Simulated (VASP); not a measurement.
# Ga (C2/m) in VASP: notebook, part 2 of 2

VASP 6.6.1. The steps go on from the part before.

## (4) Single point, PBEsol

Input file INCAR:

```
PREC     = Accurate       # precision mode
ENCUT    = 400            # plane-wave cutoff, eV
EDIFF    = 1E-6           # SCF threshold, eV
ISMEAR   = -1             # smearing method
SIGMA    = 0.05           # smearing width, eV
LREAL    = F              # projectors in reciprocal space
LASPH    = T              # aspherical terms in the spheres
NELM     = 120            # most SCF steps
ALGO     = Normal         # electronic algorithm
ISIF     = 2              # what is computed and relaxed
LWAVE    = F              # write WAVECAR
LCHARG   = F              # write CHGCAR
GGA      = PS             # functional
NBANDS   = 20             # bands
GGA_COMPAT= F
```

Input file KPOINTS:

```
Automatic mesh
0
Gamma
  8 8 7
```

Input file POSCAR:

```
Ga
1.0
    1.4500000000     -4.0650000000      0.0000000000
    1.4500000000      4.0650000000      0.0000000000
    0.0000000000      0.0000000000      3.1700000000
Ga
2
Direct
    0.8629837638      0.1370162362      0.9166911672
    0.1370162362      0.8629837638      0.7499753943
```

Potentials or basis: VASP PAW PBE potentials, release 64 (Ga_d).

Launch:

```sh
cat potpaw_PBE.64/Ga_d/POTCAR > POTCAR
mpirun -np 1 vasp_std > vasp.out
```

OUTCAR:

```text
PREC = Accurate
   ENCUT = 400
   EDIFF = 1E-6
   ISMEAR = -1
   LREAL = F
   LASPH = T
   NELM = 120
   ISIF = 2
   GGA = PS

 ion  position               nearest neighbor table
   1  0.863  0.137  0.917-   2 2.29   2 2.40   2 2.40
   2  0.137  0.863  0.750-   1 2.29   1 2.40   1 2.40

  LATTYP: Found a base centered orthorhombic cell.
 ALAT       =     2.9000000000
 B/A-ratio  =     2.8034482759
 C/A-ratio  =     1.0931034483

  Lattice vectors:

 A1 = (   1.4500000000,  -4.0650000000,   0.0000000000)
 A2 = (   1.4500000000,   4.0650000000,   0.0000000000)
 A3 = (   0.0000000000,   0.0000000000,   3.1700000000)

Analysis of symmetry for initial positions (statically):
=====================================================================
 Subroutine PRICEL returns:
 Original cell was already a primitive cell.

 Routine SETGRP: Setting up the symmetry group for a
 base centered orthorhombic supercell.

 Subroutine GETGRP returns: Found  4 space group operations
 (whereof  2 operations were pure point group operations)
[... 159 lines left out ...]
  ext. energy  EPLUGINS =         0.00000000
  ---------------------------------------------------
  free energy    TOTEN  =        -6.11594012 eV

  energy without entropy =       -6.10907402  energy(sigma->0) =       -6.11250707

 E-fermi :   5.3754     XC(G=0): -11.0326

 val. band max:        5.3690406581   @ k =   0.5000   0.2500   0.4286
 cond. band min:       5.3833974221   @ k =  -0.2500  -0.1250   0.4286
 fundamental gap:      0.0143567641
 Fermi energy:         5.3754383996

 k-point     1 :       0.0000    0.0000    0.0000
  band No.  band energies     occupation
      1     -10.0157      2.00000
      2      -9.9585      2.00000
      3      -9.8673      2.00000
      4      -9.8431      2.00000
      5      -9.7117      2.00000
      6      -9.6728      2.00000
[... 541 lines left out ...]
     19      17.5608      0.00000
     20      19.4268      0.00000

 [... further k-points ...]

------------------------ aborting loop because EDIFF is reached ----------------------------------------

  FORCE on cell =-STRESS in cart. coord.  units (eV):
  Direction    XX          YY          ZZ          XY          YZ          ZX
  --------------------------------------------------------------------------------------
  -------------------------------------------------------------------------------------
  Total        1.3841366      4.9265979     -0.7723438      0.0000000     -0.0001400      0.0000000
  in kB       59.3433040    211.2223613    -33.1133745      0.0000000     -0.0060040      0.0000000
  external PRESSURE =      79.1507636 kB  Pullay stress =       0.0000000 kB

 VOLUME and BASIS-vectors are now :
 -----------------------------------------------------------------------------
  energy-cutoff  :      400.00
  volume of cell :       37.37
      direct lattice vectors                 reciprocal lattice vectors
     1.450000000 -4.065000000  0.000000000     0.344827586 -0.123001230  0.000000000
     1.450000000  4.065000000  0.000000000     0.344827586  0.123001230  0.000000000
     0.000000000  0.000000000  3.170000000     0.000000000  0.000000000  0.315457413

 POSITION                                       TOTAL-FORCE (eV/Angst)
 -----------------------------------------------------------------------------------
      1.45000     -2.95106      2.90591         0.000000     -0.013292      0.699056
      1.45000      2.95106      2.37742         0.000000      0.013292     -0.699056
 -----------------------------------------------------------------------------------
    total drift:                               -0.000000      0.000000      0.000000

  FREE ENERGIE OF THE ION-ELECTRON SYSTEM (eV)
  ---------------------------------------------------
  free  energy   TOTEN  =        -6.1159401165 eV

  energy  without entropy=       -6.1090740235  energy(sigma->0) =       -6.11250707
```

stdout:

```text
POSCAR found type information on POSCAR Ga
 POSCAR found :  1 types and       2 ions
 scaLAPACK will be used
 -----------------------------------------------------------------------------
|                                                                             |
|                                                                             |
|     You enforced a specific xc type in the INCAR file but a different       |
|     I HOPE YOU KNOW WHAT YOU ARE DOING!                                     |
|                                                                             |
 -----------------------------------------------------------------------------

 LDA part: xc-table for (Slater+PW92), standard interpolation
 POSCAR, INCAR and KPOINTS ok, starting setup
 FFT: planning ... GRIDC
 FFT: planning ... GRID_SOFT
 FFT: planning ... GRID
 WAVECAR not read
 entering main loop
```

Run time: 25 s. Hardware: 1 thread of Intel Xeon 6975P-C (Granite Rapids), shared host; peak memory 0.18 GiB.

Results:

```
Free energy            : -6.1159 eV
Pressure               : 7.9 GPa
Largest force          : 0.699 eV/Å
Band gap on the k mesh : zero (band 13 reaches 10.27 eV, above the bottom of band 14 at 3.47 eV)
```

Forces on the atoms (eV/Å):
```
Ga   0.000 -0.013  0.699
Ga   0.000  0.013 -0.699
```

Caveat: the PAW data sets were made with another functional, which shifts forces and pressure a little.

## (5) Single point, PBEsol

Input file INCAR:

```
SYSTEM = Ga
PREC = Accurate ; ENCUT = 400
EDIFF = 1E-6 ; ISMEAR = -1
SIGMA = 0.05 ; LREAL = .False.
LASPH = .True. ; NELM = 120
ALGO = Normal ; ISIF = 2
LWAVE = .False. ; LCHARG = .False.
GGA = PS ; NBANDS = 20
GGA_COMPAT = .False.
```

Input file KPOINTS:

```
regular mesh
0
Gamma
  8 8 7
  0 0 0
```

Input file POSCAR:

```
Ga
1.0
    1.4500000000     -4.0650000000      0.0000000000
    1.4500000000      4.0650000000      0.0000000000
    0.0000000000      0.0000000000      3.1700000000
Ga
2
Direct
    0.8637138991      0.1362861009      1.0833432177
    0.1362861009      0.8637138991      0.7499899054
```

Launch:

```sh
cat potpaw_PBE.64/Ga_d/POTCAR > POTCAR
mpirun -np 1 vasp_std > vasp.out
```

Run time: 23 s. Hardware: 1 thread of Intel Xeon 6975P-C (Granite Rapids), shared host; peak memory 0.18 GiB.

Results (log left out):

```yaml
Free_energy: -6.4898 eV
Pressure: 1.0 GPa
Largest_force: 0.563 eV/Å
Band_gap_on_the_k_mesh: zero (band 13 reaches 10.29 eV, above the bottom of band 14 at 2.78 eV)
```

Forces in eV/Å, atoms in the order of the input:
```
Ga   0.000 -0.016  0.563
Ga   0.000  0.016 -0.563
```

Stress tensor (GPa, compression positive):
```
-0.86  0.00  0.00
 0.00  6.38  0.03
 0.00  0.03 -2.47
```

Levels at points of the mesh, in eV from the Fermi level:
```csv
k point,band 10,band 11,band 12,band 13,band 14,band 15,band 16,band 17
"(0.00, 0.00, 0.00)",-14.61,-11.25,-2.28,-1.38,3.71,5.40,7.64,9.01
"(0.50, 0.00, 0.00)",-14.57,-6.63,-5.50,-1.82,-0.19,6.53,7.79,7.95
"(0.50, 0.50, 0.00)",-14.54,-9.38,-8.37,4.93,5.29,5.72,8.13,8.55
```

Caveat: the PAW data sets were made with another functional, which shifts forces and pressure a little.

## (6) Single point, PBEsol

Input file INCAR:

```
SYSTEM = Ga
  PREC = Accurate
  ENCUT = 400
  EDIFF = 1E-6
  ISMEAR = -1
  SIGMA = 0.05
  LREAL = .FALSE.
  LASPH = .TRUE.
  NELM = 120
  ALGO = Normal
  ISIF = 2
  LWAVE = .FALSE.
  LCHARG = .FALSE.
  GGA = PS
  NBANDS = 20
  GGA_COMPAT = .FALSE.
```

Input file KPOINTS:

```
Automatic mesh
0
G
  8 8 7
  0 0 0
```

Input file POSCAR:

```
Ga
1.0
    1.4500000000     -4.0650000000      0.0000000000
    1.4500000000      4.0650000000      0.0000000000
    0.0000000000      0.0000000000      3.1700000000
Ga
2
Direct
    0.8637236162      0.1362763838      0.4166567823
    0.1362763838      0.8637236162      0.7500100946
```

Potentials or basis: VASP PAW PBE potentials, release 64 (Ga_d).

Launch:

```sh
cat potpaw_PBE.64/Ga_d/POTCAR > POTCAR
mpirun -np 1 vasp_std > vasp.out
```

Run time: 27 s. Hardware: 1 thread of Intel Xeon 6975P-C (Granite Rapids), shared host; peak memory 0.18 GiB.

It converged, with:

| Property | Result |
| --- | --- |
| Free energy | -6.4898 eV |
| Pressure | 1.0 GPa |
| Largest force | 0.563 eV/Å |
| Band gap on the k mesh | zero (band 13 reaches 10.29 eV, above the bottom of band 14 at 2.78 eV) |

Forces on the atoms (eV/Å):
```
Ga   0.000 -0.015 -0.563
Ga   0.000  0.015  0.563
```

Stress tensor (GPa, compression positive):
```
-0.86  0.00  0.00
 0.00  6.39 -0.04
 0.00 -0.04 -2.47
```

Levels at points of the mesh, in eV from the Fermi level:
```csv
k point,band 9,band 10,band 11,band 12,band 13,band 14,band 15,band 16,band 17,band 18
"(0.00, 0.00, 0.00)",-14.63,-14.61,-11.25,-2.28,-1.38,3.71,5.40,7.64,9.01,10.57
"(0.50, 0.00, 0.00)",-14.62,-14.57,-6.63,-5.50,-1.82,-0.19,6.53,7.79,7.95,9.44
"(0.50, 0.50, 0.00)",-14.61,-14.54,-9.38,-8.37,4.93,5.29,5.72,8.13,8.55,9.51
```

Caveat: the PAW data sets were made with another functional, which shifts forces and pressure a little.

## (7) Single point, PBEsol

Input file INCAR:

```
PREC = Accurate
ENCUT = 400
EDIFF = 1E-6
ISMEAR = -1
SIGMA = 0.05
LREAL = False
LASPH = True
NELM = 120
ALGO = Normal
ISIF = 2
LWAVE = False
LCHARG = True
GGA = PS
LELF = True
LVHAR = True
NBANDS = 20
GGA_COMPAT = False
```

Input file KPOINTS:

```
regular mesh
0
Gamma
  8 8 7
```

Input file POSCAR:

```
Ga
1.0
    1.4500000000     -4.0650000000      0.0000000000
    1.4500000000      4.0650000000      0.0000000000
    0.0000000000      0.0000000000      3.1700000000
Ga
2
Direct
    0.8629886839      0.1370113161      0.5833085174
    0.1370113161      0.8629886839      0.7500246057
```

Launch:

```sh
cat potpaw_PBE.64/Ga_d/POTCAR > POTCAR
mpirun -np 1 vasp_std > vasp.out
```

It took 25 s on 1 thread of Intel Xeon 6975P-C (Granite Rapids), shared host; peak memory 0.18 GiB.

Results (log left out):

- Free energy: -6.1159 eV
- Pressure: 7.9 GPa
- Largest force: 0.699 eV/Å
- Band gap on the k mesh: zero (band 13 reaches 10.27 eV, above the bottom of band 14 at 3.47 eV)

Forces on the atoms (eV/Å):
```
Ga   0.000 -0.012 -0.699
Ga   0.000  0.012  0.699
```

Stress tensor (GPa, compression positive):
```
 5.93  0.00  0.00
 0.00 21.13  0.00
 0.00  0.00 -3.31
```

Levels at points of the mesh, in eV from the Fermi level:
```tsv
k point	band 10	band 11	band 12	band 13	band 14	band 15	band 16	band 17
(0.00, 0.00, 0.00)	-14.78	-11.45	-2.68	-1.20	3.67	5.53	7.34	8.92
(0.50, 0.00, 0.00)	-14.67	-6.80	-5.78	-2.16	-0.15	6.93	7.12	8.81
(0.50, 0.50, 0.00)	-14.57	-9.68	-8.56	4.89	5.36	5.37	8.89	8.92
```

Caveat: the PAW data sets were made with another functional, which shifts forces and pressure a little.
